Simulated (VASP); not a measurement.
# HfNb3F (Pm-3m) in VASP: notebook

Runs on HfNb3F. Level: PBE. Tasks: single point.

All numbers are computed with VASP 6.6.1; they aren't measurements. Logs are shortened: lines on timing, memory, paths and dates and some standing lists are left out, and cuts for length are marked.

### 1 The cell of the first run

It takes space group Pm-3m (No. 221, cubic). Conventional cell: a = 4.263 Å, b = 4.263 Å, c = 4.263 Å, α = 90.00°, β = 90.00°, γ = 90.00°. Hf (site symmetry m-3m) has 12 Nb at 3.01 Å and 8 F at 3.69 Å within 4.0 Å. Nb (site symmetry 4/mmm) has 2 F at 2.13 Å within 2.8 Å. F (site symmetry m-3m) has 6 Nb at 2.13 Å within 2.8 Å.

### 2 Single point, PBE, collinear spin, zero start

INCAR

```
SYSTEM = HfNb3F
PREC = Accurate ; ENCUT = 600
EDIFF = 1E-6 ; ISMEAR = 0
SIGMA = 0.1 ; LREAL = .False.
LASPH = .True. ; NELM = 200
ALGO = Normal ; ISIF = 2
LWAVE = .False. ; LCHARG = .True.
ISPIN = 2 ; MAGMOM = 0 0 0 0 0
LORBIT = 11 ; LMAXMIX = 4
GGA = PE ; LELF = .True.
LVHAR = .True. ; NBANDS = 40
GGA_COMPAT = .False.
```

KPOINTS

```
Automatic mesh
0
Gamma
  4 4 4
  0 0 0
```

POSCAR

```
HfNb3F
1.0
    4.2631499800      0.0000000000      0.0000000000
    0.0000000000      4.2631499800      0.0000000000
    0.0000000000      0.0000000000      4.2631499800
Hf Nb F
1 3 1
Direct
    0.0000000000      0.0000000000      0.0000000000
    0.0000000000      0.5000000000      0.5000000000
    0.5000000000      0.0000000000      0.5000000000
    0.5000000000      0.5000000000      0.0000000000
    0.5000000000      0.5000000000      0.5000000000
```

Potentials or basis: VASP PAW PBE potentials, release 64 (Hf_pv, Nb_sv, F).

Run with:

```sh
$ cat potpaw_PBE.64/Hf_pv/POTCAR potpaw_PBE.64/Nb_sv/POTCAR potpaw_PBE.64/F/POTCAR > POTCAR
$ mpirun -np 1 vasp_std > vasp.out
```

OUTCAR:

```text
SYSTEM = HfNb3F
   PREC = Accurate
   ENCUT = 600
   EDIFF = 1E-6
   ISMEAR = 0
   LREAL = .False.
   LASPH = .True.
   NELM = 200
   ISIF = 2
   ISPIN = 2
   LORBIT = 11
   GGA = PE

 ion  position               nearest neighbor table
   1  0.000  0.000  0.000-   2 3.01   3 3.01   4 3.01   2 3.01   3 3.01   2 3.01   4 3.01   2 3.01
                             3 3.01   4 3.01   3 3.01   4 3.01
   2  0.000  0.500  0.500-   5 2.13   5 2.13   4 3.01   1 3.01   1 3.01   4 3.01   1 3.01   3 3.01
                             1 3.01   3 3.01   4 3.01   3 3.01   4 3.01   3 3.01
   3  0.500  0.000  0.500-   5 2.13   5 2.13   4 3.01   1 3.01   1 3.01   4 3.01   2 3.01   4 3.01
                             2 3.01   4 3.01   1 3.01   2 3.01   1 3.01   2 3.01
   4  0.500  0.500  0.000-   5 2.13   5 2.13   3 3.01   1 3.01   2 3.01   3 3.01   2 3.01   1 3.01
                             3 3.01   3 3.01   1 3.01   2 3.01   2 3.01   1 3.01
   5  0.500  0.500  0.500-   2 2.13   3 2.13   4 2.13   4 2.13   3 2.13   2 2.13

  LATTYP: Found a simple cubic cell.
 ALAT       =     4.2631499800

  Lattice vectors:

 A1 = (   4.2631499800,   0.0000000000,   0.0000000000)
 A2 = (   0.0000000000,   4.2631499800,   0.0000000000)
 A3 = (   0.0000000000,   0.0000000000,   4.2631499800)

Analysis of symmetry for initial positions (statically):
=====================================================================
 Subroutine PRICEL returns:
 Original cell was already a primitive cell.

 Routine SETGRP: Setting up the symmetry group for a
 simple cubic supercell.

 Subroutine GETGRP returns: Found 48 space group operations
 (whereof 48 operations were pure point group operations)
 out of a pool of 48 trial point group operations.

The static configuration has the point symmetry O_h .

Analysis of symmetry for dynamics (positions and initial velocities):
=====================================================================
 Subroutine PRICEL returns:
 Original cell was already a primitive cell.

 Routine SETGRP: Setting up the symmetry group for a
 simple cubic supercell.

 Subroutine GETGRP returns: Found 48 space group operations
 (whereof 48 operations were pure point group operations)
 out of a pool of 48 trial point group operations.

The dynamic configuration has the point symmetry O_h .

Analysis of structural, dynamic, and magnetic symmetry:
=====================================================================
 Subroutine PRICEL returns:
 Original cell was already a primitive cell.

 Routine SETGRP: Setting up the symmetry group for a
 simple cubic supercell.

 Subroutine GETGRP returns: Found 48 space group operations
 (whereof 48 operations were pure point group operations)
 out of a pool of 48 trial point group operations.

The overall configuration has the point symmetry O_h .

 Subroutine INISYM returns: Found 48 space group operations
 (whereof 48 operations are pure point group operations),
 and found     1 'primitive' translations

----------------------------------------------------------------------------------------

                                     Primitive cell

  volume of cell :      77.4804

  direct lattice vectors                    reciprocal lattice vectors
     4.263149980  0.000000000  0.000000000     0.234568337  0.000000000  0.000000000
     0.000000000  4.263149980  0.000000000     0.000000000  0.234568337  0.000000000
     0.000000000  0.000000000  4.263149980     0.000000000  0.000000000  0.234568337

  length of vectors
     4.263149980  4.263149980  4.263149980     0.234568337  0.234568337  0.234568337

  position of ions in fractional coordinates (direct lattice)
     0.000000000  0.000000000  0.000000000
     0.000000000  0.500000000  0.500000000
     0.500000000  0.000000000  0.500000000
     0.500000000  0.500000000  0.000000000
     0.500000000  0.500000000  0.500000000

  ion indices of the primitive-cell ions
   primitive index   ion index
                 1           1
                 2           2
                 3           3
                 4           4
                 5           5

----------------------------------------------------------------------------------------

 KPOINTS: Automatic mesh

Automatic generation of k-mesh.
 Grid dimensions read from file:
 generate k-points for:    4    4    4

 Generating k-lattice:

  Cartesian coordinates                     Fractional coordinates (reciprocal lattice)
     0.058642084  0.000000000  0.000000000     0.250000000  0.000000000  0.000000000
     0.000000000  0.058642084  0.000000000     0.000000000  0.250000000  0.000000000
     0.000000000  0.000000000  0.058642084     0.000000000  0.000000000  0.250000000

  Length of vectors
     0.058642084  0.058642084  0.058642084

  Shift w.r.t. Gamma in fractional coordinates (k-lattice)
     0.000000000  0.000000000  0.000000000

 Subroutine IBZKPT returns following result:
 ===========================================

 Found     10 irreducible k-points:

 Following reciprocal coordinates:
            Coordinates               Weight
  0.000000  0.000000  0.000000      1.000000
  0.250000  0.000000  0.000000      6.000000
  0.500000  0.000000  0.000000      3.000000
  0.250000  0.250000  0.000000     12.000000
  0.500000  0.250000  0.000000     12.000000
  0.500000  0.500000  0.000000      3.000000
  0.250000  0.250000  0.250000      8.000000
  0.500000  0.250000  0.250000     12.000000
  0.500000  0.500000  0.250000      6.000000
  0.500000  0.500000  0.500000      1.000000
   k-points           NKPTS =     10   k-points in BZ     NKDIM =     10   number of bands    NBANDS=     40
   number of dos      NEDOS =    301   number of ions     NIONS =      5
   total plane-waves  NPLWV =  46656
   dimension x,y,z NGX =    36 NGY =   36 NGZ =   36
   dimension x,y,z NGXF=    72 NGYF=   72 NGZF=   72
   ions per type =               1   3   1
   NGX,Y,Z   is equivalent  to a cutoff of  14.04, 14.04, 14.04 a.u.
   NGXF,Y,Z  is equivalent  to a cutoff of  28.08, 28.08, 28.08 a.u.
 SYSTEM =  HfNb3F
   PREC   = accura    normal or accurate (medium, high low for compatibility)
   ISTART =      0    job   : 0-new  1-cont  2-samecut
   ICHARG =      2    charge: 1-file 2-atom 10-const
   ISPIN  =      2    spin polarized calculation?
   LNONCOLLINEAR =      F non collinear calculations
   LSORBIT =      F    spin-orbit coupling
   LASPH  =      T    aspherical Exc in radial PAW
   ENCUT  =  600.0 eV  44.10 Ry    6.64 a.u.   8.51  8.51  8.51*2*pi/ulx,y,z
   NELM   =    200;   NELMIN=  2; NELMDL= -5     # of ELM steps
   EDIFF  = 0.1E-05   stopping-criterion for ELM
   LREAL  =      F    real-space projection
   EDIFFG = 0.1E-04   stopping-criterion for IOM
   NSW    =      0    number of steps for IOM
   IBRION =     -1    ionic relax: 0-MD 1-quasi-New 2-CG
   NFREE  =      0    steps in history (QN), initial steepest desc. (CG)
   ISIF   =      2    stress and relaxation
   ISYM   =      2    0-nonsym 1-usesym 2-fastsym
   POTIM  = 0.5000    time-step for ionic-motion
   TEBEG  =    0.0;   TEEND  =   0.0 temperature during run
   PSTRESS=    0.0 pullay stress
   NELECT =      56.0000    total number of electrons
   NUPDOWN=      -1.0000    fix difference up-down
   EMIN   =  10.00;   EMAX   =-10.00  energy-range for DOS
   EFERMI =   0.00;   METHOD = LEGACY
   ISMEAR =     0;   SIGMA  =   0.10  broadening in eV -4-tet -1-fermi 0-gaus
   EFERMI_NEDOS =   21; number of points for ismear=-14 and -15
   IALGO  =     38    algorithm
   IMIX   =      4    mixing-type and parameters
     AMIX     =   0.40;   BMIX     =  1.00
     AMIX_MAG =   1.60;   BMIX_MAG =  1.00
  volume/ion in A,a.u.               =      15.50       104.57
  Fermi-wavevector in a.u.,A,eV,Ry     =   1.469175  2.776338 29.367842  2.158475
  Thomas-Fermi vector in A             =   2.584584
   LORBIT       =     11    0 simple, 1 ext, 2 COOP (PROOUT), +10 PAW based schemes
   GGA     = PE    functional components
   LHFCALC =     F    Hartree Fock is set to
   AEXX    =    0.0000 exact exchange contribution
   IVDW    =     0    specifies the selected vdW correction
   LEPSILON=     F    determine dielectric tensor
   LRPA    =     F    only Hartree local field effects (RPA)
 spin polarized calculation
 Gauss-broadening in eV      SIGMA  =   0.10
  energy-cutoff  :      600.00
  volume of cell :       77.48
 maximum number of plane-waves:      2612
 NGX is ok and might be reduce to    36
   NGX = 17   NGY = 17   NGZ = 17

 number of electron      56.0000012 magnetization      -0.0000257

 number of electron      56.0000012 magnetization       0.0000629

 Free energy of the ion-electron system (eV)
  ---------------------------------------------------
  ext. energy  EPLUGINS =         0.00000000
  ---------------------------------------------------
  free energy    TOTEN  =       -42.54496252 eV

  energy without entropy =      -42.52657091  energy(sigma->0) =      -42.53576672

 E-fermi :  10.8257     XC(G=0): -12.5257

 val. band max:       10.7979827421   @ k =   0.5000   0.0000   0.0000
 cond. band min:      10.8479964730   @ k =   0.2500   0.2500   0.0000
 fundamental gap:      0.0500137309
 Fermi energy:        10.8257171441

 spin component 1

 k-point     1 :       0.0000    0.0000    0.0000
  band No.  band energies     occupation
      1     -44.5279      1.00000
      2     -44.3297      1.00000
      3     -44.3297      1.00000
      4     -21.2654      1.00000
      5     -21.2654      1.00000
      6     -21.2654      1.00000
[... 32 lines left out ...]
     39      15.8098      0.00000
     40      15.8098      0.00000

 k-point     2 :       0.2500    0.0000    0.0000
  band No.  band energies     occupation
      1     -44.5027      1.00000
      2     -44.3543      1.00000
      3     -44.3295      1.00000
      4     -21.6452      1.00000
      5     -21.2117      1.00000
      6     -21.2117      1.00000
[... 333 lines left out ...]
     39      15.1159      0.00000
     40      16.2933      0.00000

 k-point    10 :       0.5000    0.5000    0.5000
  band No.  band energies     occupation
      1     -44.3925      1.00000
      2     -44.3925      1.00000
      3     -44.3925      1.00000
      4     -23.2307      1.00000
      5     -20.8408      1.00000
      6     -20.8408      1.00000
[... 32 lines left out ...]
     39      16.2157      0.00000
     40      16.2470      0.00000
 Fermi energy:        10.8257171441

 spin component 2

 k-point     1 :       0.0000    0.0000    0.0000
  band No.  band energies     occupation
      1     -44.5279      1.00000
      2     -44.3298      1.00000
      3     -44.3298      1.00000
      4     -21.2654      1.00000
      5     -21.2654      1.00000
      6     -21.2654      1.00000
[... 32 lines left out ...]
     39      15.8098      0.00000
     40      15.8098      0.00000

 k-point     2 :       0.2500    0.0000    0.0000
  band No.  band energies     occupation
      1     -44.5028      1.00000
      2     -44.3544      1.00000
      3     -44.3296      1.00000
      4     -21.6452      1.00000
      5     -21.2117      1.00000
      6     -21.2117      1.00000
[... 333 lines left out ...]
     39      15.1159      0.00000
     40      16.2939      0.00000

 k-point    10 :       0.5000    0.5000    0.5000
  band No.  band energies     occupation
      1     -44.3926      1.00000
      2     -44.3926      1.00000
      3     -44.3926      1.00000
      4     -23.2307      1.00000
      5     -20.8408      1.00000
      6     -20.8408      1.00000
[... 32 lines left out ...]
     39      16.2135      0.00000
     40      16.2182      0.00000

------------------------ aborting loop because EDIFF is reached ----------------------------------------

  FORCE on cell =-STRESS in cart. coord.  units (eV):
  Direction    XX          YY          ZZ          XY          YZ          ZX
  --------------------------------------------------------------------------------------
  -------------------------------------------------------------------------------------
  Total        8.8418817      8.8418817      8.8418817      0.0000000      0.0000000      0.0000000
  in kB      182.8367306    182.8367306    182.8367306      0.0000000      0.0000000      0.0000000
  external PRESSURE =     182.8367306 kB  Pullay stress =       0.0000000 kB

 VOLUME and BASIS-vectors are now :
 -----------------------------------------------------------------------------
  energy-cutoff  :      600.00
  volume of cell :       77.48
      direct lattice vectors                 reciprocal lattice vectors
     4.263149980  0.000000000  0.000000000     0.234568337  0.000000000  0.000000000
     0.000000000  4.263149980  0.000000000     0.000000000  0.234568337  0.000000000
     0.000000000  0.000000000  4.263149980     0.000000000  0.000000000  0.234568337

 POSITION                                       TOTAL-FORCE (eV/Angst)
 -----------------------------------------------------------------------------------
      0.00000      0.00000      0.00000         0.000000      0.000000      0.000000
      0.00000      2.13157      2.13157         0.000000      0.000000      0.000000
      2.13157      0.00000      2.13157         0.000000      0.000000      0.000000
      2.13157      2.13157      0.00000         0.000000      0.000000      0.000000
      2.13157      2.13157      2.13157         0.000000      0.000000      0.000000
 -----------------------------------------------------------------------------------
    total drift:                                0.000000      0.000000      0.000000

  FREE ENERGIE OF THE ION-ELECTRON SYSTEM (eV)
  ---------------------------------------------------
  free  energy   TOTEN  =       -42.5449625244 eV

  energy  without entropy=      -42.5265709083  energy(sigma->0) =      -42.53576672

 total charge

# of ion       s       p       d       tot
------------------------------------------
    1        0.393   6.506   1.581   8.479
    2        2.192   6.005   2.554  10.752
    3        2.192   6.005   2.554  10.752
    4        2.192   6.005   2.554  10.752
    5        1.733   4.446   0.000   6.179
--------------------------------------------------
tot          8.703  28.968   9.243  46.913

 magnetization (x)

# of ion       s       p       d       tot
------------------------------------------
    1       -0.000   0.000  -0.000  -0.000
    2       -0.000  -0.000  -0.000  -0.000
    3       -0.000  -0.000  -0.000  -0.000
    4       -0.000  -0.000  -0.000  -0.000
    5       -0.000   0.000   0.000   0.000
--------------------------------------------------
tot         -0.000   0.000  -0.000  -0.000
```

Run time: 3.3 min. Hardware: 1 thread of Intel Xeon 8259CL, shared host; peak memory 0.27 GiB.

Results:

* Free energy: -42.5450 eV
* Pressure: 18.3 GPa
* Band gap on the k mesh: zero (filled and empty bands overlap)
* Net moment: 0.00 μB per cell
* Valence electrons inside the program's atomic spheres: Hf 8.48; Nb 10.75; F 6.18

Caveat: the k points lie up to 0.37 Å⁻¹ apart; spin-orbit coupling is left out, which moves the levels of the heavy elements.

### 3 Single point, PBE

This run uses another cell than the first one, of 17.18 Å³/atom, 1.109 times its volume.

INCAR

```
PREC     = Accurate       # precision mode
ENCUT    = 600            # plane-wave cutoff, eV
EDIFF    = 1E-6           # SCF threshold, eV
ISMEAR   = 0              # smearing method
SIGMA    = 0.1            # smearing width, eV
LREAL    = F              # projectors in reciprocal space
LASPH    = T              # aspherical terms in the spheres
NELM     = 120            # most SCF steps
ALGO     = Normal         # electronic algorithm
ISIF     = 2              # what is computed and relaxed
LWAVE    = F              # write WAVECAR
LCHARG   = F              # write CHGCAR
GGA      = PE             # functional
NBANDS   = 36             # bands
GGA_COMPAT= F
```

KPOINTS

```
regular mesh
0
Gamma
  8 8 8
```

POSCAR, as its differences from that of step 2:

```diff
@@ -2,5 +2,5 @@
 1.0
-    4.2631499800      0.0000000000      0.0000000000
-    0.0000000000      4.2631499800      0.0000000000
-    0.0000000000      0.0000000000      4.2631499800
+    4.4122734971      0.0000000000      0.0000000000
+    0.0000000000      4.4122734971      0.0000000000
+    0.0000000000      0.0000000000      4.4122734971
 Hf Nb F
```

Potentials or basis: VASP PAW PBE potentials, release 64 (Hf_pv, Nb_sv, F).

Run with:

```sh
$ cat potpaw_PBE.64/Hf_pv/POTCAR potpaw_PBE.64/Nb_sv/POTCAR potpaw_PBE.64/F/POTCAR > POTCAR
$ mpirun -np 1 vasp_std > vasp.out
```

Run time: 3.1 min. Hardware: 1 thread of Intel Xeon 8259CL, shared host; peak memory 0.28 GiB.

Results (log left out):

| Quantity | Value |
| --- | --- |
| Free energy | -42.8646 eV |
| Pressure | -0.4 GPa |
| Band gap on the k mesh | zero (band 28 reaches 9.80 eV, above the bottom of band 29 at 8.86 eV) |

Levels at points of the mesh, in eV from the Fermi level:
| k point | band 24 | band 25 | band 26 | band 27 | band 28 | band 29 | band 30 | band 31 | band 32 | band 33 |
| --- | --- | --- | --- | --- | --- | --- | --- | --- | --- | --- |
| (0.00, 0.00, 0.00) | -3.39 | -3.39 | -0.12 | -0.12 | -0.12 | 0.21 | 1.53 | 1.53 | 3.16 | 3.16 |
| (0.50, 0.00, 0.00) | -1.69 | -1.69 | -1.48 | -0.59 | -0.59 | 0.00 | 0.75 | 1.08 | 1.08 | 1.18 |
| (0.50, 0.50, 0.00) | -1.46 | -1.46 | -1.37 | -0.85 | -0.85 | -0.56 | -0.42 | 0.84 | 1.32 | 1.33 |
| (0.50, 0.50, 0.50) | -0.54 | -0.54 | -0.54 | 0.38 | 0.38 | 0.58 | 0.58 | 0.58 | 1.82 | 1.82 |

Caveat: spin-orbit coupling is left out, which moves the levels of the heavy elements.

### 4 Single point, PBE

INCAR

```
ALGO = Normal ; EDIFF = 1E-6
ENCUT = 600 ; GGA = PE
GGA_COMPAT = F ; ISIF = 2
ISMEAR = 0 ; LASPH = T
LCHARG = F ; LREAL = F
LWAVE = F ; NBANDS = 36
NELM = 120 ; PREC = Accurate
SIGMA = 0.1
```

KPOINTS

```
k-points
0
Gamma
  4 4 4
```

POSCAR, as its differences from that of step 3:

```diff
@@ -2,5 +2,5 @@
 1.0
-    4.4122734971      0.0000000000      0.0000000000
-    0.0000000000      4.4122734971      0.0000000000
-    0.0000000000      0.0000000000      4.4122734971
+    4.2631499800      0.0000000000      0.0000000000
+    0.0000000000      4.2631499800      0.0000000000
+    0.0000000000      0.0000000000      4.2631499800
 Hf Nb F
```

Run with:

```sh
$ cat potpaw_PBE.64/Hf_pv/POTCAR potpaw_PBE.64/Nb_sv/POTCAR potpaw_PBE.64/F/POTCAR > POTCAR
$ mpirun -np 1 vasp_std > vasp.out
```

Wall time 27 s (1 thread of AMD EPYC 9R45 (Zen 5), shared host); peak memory 0.18 GiB.

The run converged. Its results:

- Free energy: -42.5450 eV
- Pressure: 18.3 GPa
- Band gap on the k mesh: zero (band 28 reaches 11.07 eV, above the bottom of band 29 at 10.07 eV)

Levels at points of the mesh, in eV from the Fermi level:
```tsv
k point	band 24	band 25	band 26	band 27	band 28	band 29	band 30	band 31	band 32	band 33
(0.00, 0.00, 0.00)	-4.04	-4.04	-0.31	-0.31	-0.31	0.47	1.59	1.59	3.60	3.60
(0.50, 0.00, 0.00)	-1.99	-1.99	-1.88	-0.79	-0.79	-0.03	0.97	1.11	1.11	1.20
(0.50, 0.50, 0.00)	-1.77	-1.77	-1.62	-1.12	-1.12	-0.76	-0.66	0.80	1.36	1.57
(0.50, 0.50, 0.50)	-0.77	-0.77	-0.77	0.25	0.25	0.81	0.81	0.81	2.00	2.00
```

Caveat: the k points lie up to 0.37 Å⁻¹ apart; spin-orbit coupling is left out, which moves the levels of the heavy elements.

### 5 The runs side by side

```csv
spin,cell,k mesh,gap on the mesh (eV),pressure (GPa)
"collinear, zero start","a = 4.263 Å, 5 atoms",4 × 4 × 4,none,18.3
off,"a = 4.412 Å, 5 atoms",8 × 8 × 8,none,-0.4
off,"a = 4.263 Å, 5 atoms",4 × 4 × 4,none,18.3
```

Alike in all rows: task single point; level PBE; potentials or basis VASP PAW PBE potentials, release 64 (Hf_pv, Nb_sv, F); cutoff (eV) 600; smearing gaussian 0.1 eV.

Caveats: some runs use coarse meshes; spin-orbit coupling is left out, which moves the levels of the heavy elements.

Total energies depend on the potentials used, so only differences within one code and one set of settings carry meaning.
